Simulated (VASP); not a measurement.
# SnSe (Fm-3m) in VASP: elastic constants with LDA

Aim: the elastic constants of SnSe with LDA.

Program: VASP 6.6.1. These are calculated values, not measurements. Logs are shortened: lines on timing, memory, paths and dates and some standing lists are left out, and cuts for length are marked.

## Step 1: The cell of the first run

It takes space group Fm-3m (No. 225, cubic). The conventional cell has a = 5.881 Å, b = 5.881 Å, c = 5.881 Å, α = 90.00°, β = 90.00°, γ = 90.00°. Sn (site symmetry m-3m) has 6 Se at 2.94 Å within 3.9 Å. Within 3.9 Å of Se (site symmetry m-3m) lie 6 Sn at 2.94 Å.

## Step 2: Elastic constants, LDA

INCAR reads:

```
SYSTEM = SnSe
PREC = Accurate ; ENCUT = 600
EDIFF = 1E-8 ; ISMEAR = 0
SIGMA = 0.01 ; LREAL = .FALSE.
LASPH = .TRUE. ; NELM = 80
ALGO = Normal ; ISIF = 3
LWAVE = .FALSE. ; LCHARG = .TRUE.
IBRION = 6 ; NFREE = 2
POTIM = 0.015 ; NSW = 1
```

KPOINTS reads:

```
regular mesh
0
G
  8 8 8
  0 0 0
```

POSCAR reads:

```
SnSe
1.0
    0.0000000000      2.9404000000      2.9404000000
    2.9404000000      0.0000000000      2.9404000000
    2.9404000000      2.9404000000      0.0000000000
Sn Se
1 1
Direct
    0.0000000000      0.0000000000      0.0000000000
    0.5000000000      0.5000000000      0.5000000000
```

Potentials or basis: VASP PAW LDA potentials, release 64 (Sn_d, Se).

Run with:

```sh
cat potpaw_LDA.64/Sn_d/POTCAR potpaw_LDA.64/Se/POTCAR > POTCAR
mpirun -np 1 vasp_std > vasp.out
```

OUTCAR:

```text
SYSTEM = SnSe
   PREC = Accurate
   ENCUT = 600
   EDIFF = 1E-8
   ISMEAR = 0
   LREAL = .FALSE.
   LASPH = .TRUE.
   NELM = 80
   ISIF = 3
   IBRION = 6
   NFREE = 2
   POTIM = 0.015
   NSW = 1

 ion  position               nearest neighbor table
   1  0.000  0.000  0.000-   2 2.94   2 2.94   2 2.94   2 2.94   2 2.94   2 2.94
   2  0.500  0.500  0.500-   1 2.94   1 2.94   1 2.94   1 2.94   1 2.94   1 2.94

  LATTYP: Found a face centered cubic cell.
 ALAT       =     5.8808000000

  Lattice vectors:

 A1 = (   0.0000000000,   2.9404000000,   2.9404000000)
 A2 = (   2.9404000000,   0.0000000000,   2.9404000000)
 A3 = (   2.9404000000,   2.9404000000,   0.0000000000)

Analysis of symmetry for initial positions (statically):
=====================================================================
 Subroutine PRICEL returns:
 Original cell was already a primitive cell.

 Routine SETGRP: Setting up the symmetry group for a
 face centered cubic supercell.

 Subroutine GETGRP returns: Found 48 space group operations
 (whereof 48 operations were pure point group operations)
 out of a pool of 48 trial point group operations.

The static configuration has the point symmetry O_h .

Analysis of symmetry for dynamics (positions and initial velocities):
=====================================================================
 Subroutine PRICEL returns:
 Original cell was already a primitive cell.

 Routine SETGRP: Setting up the symmetry group for a
 face centered cubic supercell.

 Subroutine GETGRP returns: Found 48 space group operations
 (whereof 48 operations were pure point group operations)
 out of a pool of 48 trial point group operations.

The dynamic configuration has the point symmetry O_h .

 Subroutine INISYM returns: Found 48 space group operations
 (whereof 48 operations are pure point group operations),
 and found     1 'primitive' translations

----------------------------------------------------------------------------------------

                                     Primitive cell

  volume of cell :      50.8451

  direct lattice vectors                    reciprocal lattice vectors
     0.000000000  2.940400000  2.940400000    -0.170044892  0.170044892  0.170044892
     2.940400000  0.000000000  2.940400000     0.170044892 -0.170044892  0.170044892
     2.940400000  2.940400000  0.000000000     0.170044892  0.170044892 -0.170044892

  length of vectors
     4.158353559  4.158353559  4.158353559     0.294526392  0.294526392  0.294526392

  position of ions in fractional coordinates (direct lattice)
     0.000000000  0.000000000  0.000000000
     0.500000000  0.500000000  0.500000000

  ion indices of the primitive-cell ions
   primitive index   ion index
                 1           1
                 2           2

----------------------------------------------------------------------------------------

 KPOINTS: regular mesh

Automatic generation of k-mesh.
 Grid dimensions read from file:
 generate k-points for:    8    8    8

 Generating k-lattice:

  Cartesian coordinates                     Fractional coordinates (reciprocal lattice)
    -0.021255611  0.021255611  0.021255611     0.125000000  0.000000000  0.000000000
     0.021255611 -0.021255611  0.021255611     0.000000000  0.125000000  0.000000000
     0.021255611  0.021255611 -0.021255611     0.000000000  0.000000000  0.125000000

  Length of vectors
     0.036815799  0.036815799  0.036815799
[... 111 lines left out ...]
  -------------------------------------------------------------------------------------
  Total        0.1602428      0.1602428      0.1602428      0.0000000      0.0000000      0.0000000
  in kB        5.0494014      5.0494014      5.0494014      0.0000000      0.0000000      0.0000000
  external PRESSURE =       5.0494014 kB  Pullay stress =       0.0000000 kB
[... 89 lines left out ...]
  FREE ENERGIE OF THE ION-ELECTRON SYSTEM (eV)
  ---------------------------------------------------
  free  energy   TOTEN  =        -9.5005341023 eV

  energy  without entropy=       -9.5005341023  energy(sigma->0) =       -9.50053410

[... ionic steps 4 to 14 ...]

--------------------------------------- Ionic step       15  -------------------------------------------

 number of electron      20.0000001 magnetization

------------------------ aborting loop because EDIFF is reached ----------------------------------------
[... 67 lines left out ...]
--------------------------------------- Ionic step       17  -------------------------------------------

 number of electron      20.0000002 magnetization

 Free energy of the ion-electron system (eV)
  ---------------------------------------------------
  ext. energy  EPLUGINS =         0.00000000
  ---------------------------------------------------
  free energy    TOTEN  =        -9.50908163 eV

  energy without entropy =       -9.50908163  energy(sigma->0) =       -9.50908163

 E-fermi :   6.1705     XC(G=0): -10.1965

 val. band max:        6.1279034594   @ k =   0.0000  -0.2500   0.1250
 cond. band min:       6.8857781362   @ k =  -0.3750   0.1250   0.0000
 fundamental gap:      0.7578746768
 Fermi energy:         6.1704743446

 k-point     1 :       0.0000    0.0000    0.0000
  band No.  band energies     occupation
      1     -15.2569      2.00000
      2     -15.2569      2.00000
      3     -15.2515      2.00000
      4     -15.2515      2.00000
      5     -15.2515      2.00000
      6      -8.1262      2.00000
      7       1.2937      2.00000
      8       3.8685      2.00000
      9       3.8693      2.00000
     10       3.8693      2.00000
     11      10.7221      0.00000
     12      10.7221      0.00000
     13      10.7252      0.00000
     14      12.0247      0.00000
[... 377 lines left out ...]
      1     -15.2766      2.00000
      2     -15.2613      2.00000
      3     -15.2452      2.00000
      4     -15.2399      2.00000
      5     -15.2325      2.00000
      6      -6.8440      2.00000
      7      -1.7783      2.00000
      8       2.1786      2.00000
      9       2.7809      2.00000
     10       5.4670      2.00000
     11       7.1896      0.00000
     12       9.4393      0.00000
     13      10.4509      0.00000
     14      13.4553      0.00000

 [... further k-points ...]

------------------------ aborting loop because EDIFF is reached ----------------------------------------

  FORCE on cell =-STRESS in cart. coord.  units (eV):
  Direction    XX          YY          ZZ          XY          YZ          ZX
  --------------------------------------------------------------------------------------
  -------------------------------------------------------------------------------------
  Total        0.1655357      0.1629503      0.1629503      0.0000000      0.0000000      0.0000000
  in kB        5.2161858      5.1347166      5.1347166      0.0000000      0.0000000      0.0000000
  external PRESSURE =       5.1618730 kB  Pullay stress =       0.0000000 kB
[... 17 lines left out ...]
  FREE ENERGIE OF THE ION-ELECTRON SYSTEM (eV)
  ---------------------------------------------------
  free  energy   TOTEN  =        -9.5090816263 eV

  energy  without entropy=       -9.5090816263  energy(sigma->0) =       -9.50908163

 INTERNAL STRAIN TENSORS FROM STRAINED CELLS
 ============================================

 INTERNAL STRAIN TENSOR FOR ION    1 for displacements in x,y,z  (eV/Angst):
          X           Y           Z          XY          YZ          ZX
  --------------------------------------------------------------------------------
  x    -0.00000     0.00000    -0.00000     0.00000    -0.00000    -0.00000
  y    -0.00000     0.00000     0.00000     0.00000    -0.00000     0.00000
  z     0.00000     0.00000     0.00000     0.00000     0.00000     0.00000

 INTERNAL STRAIN TENSORS FROM DISPLACED ATOMS
 ============================================

 INTERNAL STRAIN TENSOR FOR ION    1 for displacements in x,y,z  (eV/Angst):
          X           Y           Z          XY          YZ          ZX
  --------------------------------------------------------------------------------
  x     0.00000     0.00000     0.00000     0.00000     0.00000     0.00000
  y     0.00000     0.00000     0.00000     0.00000     0.00000     0.00000
  z     0.00000     0.00000     0.00000     0.00000     0.00000     0.00000

 INTERNAL STRAIN TENSOR FOR ION    2 for displacements in x,y,z  (eV/Angst):
          X           Y           Z          XY          YZ          ZX
  --------------------------------------------------------------------------------
  x     0.00000     0.00000     0.00000     0.00000     0.00000     0.00000
  y     0.00000     0.00000     0.00000     0.00000     0.00000     0.00000
  z     0.00000     0.00000     0.00000     0.00000     0.00000     0.00000

 Eigenvectors and eigenvalues of the dynamical matrix
 ----------------------------------------------------

   1 f  =    1.642830 THz    10.322204 2PiTHz   54.798904 cm-1     6.794195 meV
             X         Y         Z           dx          dy          dz
      0.000000  0.000000  0.000000     0.633705   -0.000000   -0.000000
      2.940400  2.940400  2.940400    -0.773575   -0.000000   -0.000000
[... 21 lines left out ...]
   6 f/i=    0.003567 THz     0.022413 2PiTHz    0.118986 cm-1     0.014752 meV
             X         Y         Z           dx          dy          dz
      0.000000  0.000000  0.000000    -0.033685    0.466996    0.615791
      2.940400  2.940400  2.940400    -0.027594    0.382558    0.504450

--------------------------------------------------------------------------------------------------------

 ELASTIC MODULI CONTR FROM IONIC RELAXATION (kBar)
 Direction    XX          YY          ZZ          XY          YZ          ZX
 --------------------------------------------------------------------------------
 XX           0.0000      0.0000      0.0000      0.0000      0.0000      0.0000
 YY           0.0000      0.0000      0.0000      0.0000      0.0000      0.0000
 ZZ           0.0000      0.0000      0.0000      0.0000      0.0000      0.0000
 XY           0.0000      0.0000      0.0000      0.0000      0.0000      0.0000
 YZ           0.0000      0.0000      0.0000      0.0000      0.0000      0.0000
 ZX           0.0000      0.0000      0.0000      0.0000      0.0000      0.0000
 --------------------------------------------------------------------------------

 TOTAL ELASTIC MODULI (kBar)
 Direction    XX          YY          ZZ          XY          YZ          ZX
 --------------------------------------------------------------------------------
 XX        1628.0827    122.9318    122.9318     -0.0000     -0.0000      0.0000
 YY         122.9318   1628.0827    122.9318     -0.0000     -0.0000      0.0000
 ZZ         122.9318    122.9318   1628.0827     -0.0000     -0.0000      0.0000
 XY          -0.0000     -0.0000     -0.0000    193.5818      0.0000      0.0000
 YZ          -0.0000     -0.0000     -0.0000      0.0000    193.5818     -0.0000
 ZX           0.0000      0.0000      0.0000      0.0000     -0.0000    193.5818
 --------------------------------------------------------------------------------
```

Wall time 8 min (1 thread of Intel Xeon 6975P-C (Granite Rapids), shared host); peak memory 0.36 GiB.

Results:

- Elastic constants C11, C12, C44: 163, 12, 19 GPa
- Voigt bulk modulus: 62 GPa
- Highest phonon frequency at Γ, LO-TO splitting left out: 55 cm⁻¹

Phonon frequencies in cm⁻¹ (negative: imaginary):
```tsv
q point	frequencies
(0.000, 0.000, 0.000)	0 0 0 55 55 55
```

Elastic tensor in Voigt notation (GPa, in the Cartesian axes of the cell as first typed):
```
163  12  12   0   0   0
 12 163  12   0   0   0
 12  12 163   0   0   0
  0   0   0  19   0   0
  0   0   0   0  19   0
  0   0   0   0   0  19
```

Clamped-ion elastic tensor (GPa):
```
163  12  12   0   0   0
 12 163  12   0   0   0
 12  12 163   0   0   0
  0   0   0  19   0   0
  0   0   0   0  19   0
  0   0   0   0   0  19
```

Caveat: spin-orbit coupling is left out, which moves the levels of the heavy elements.
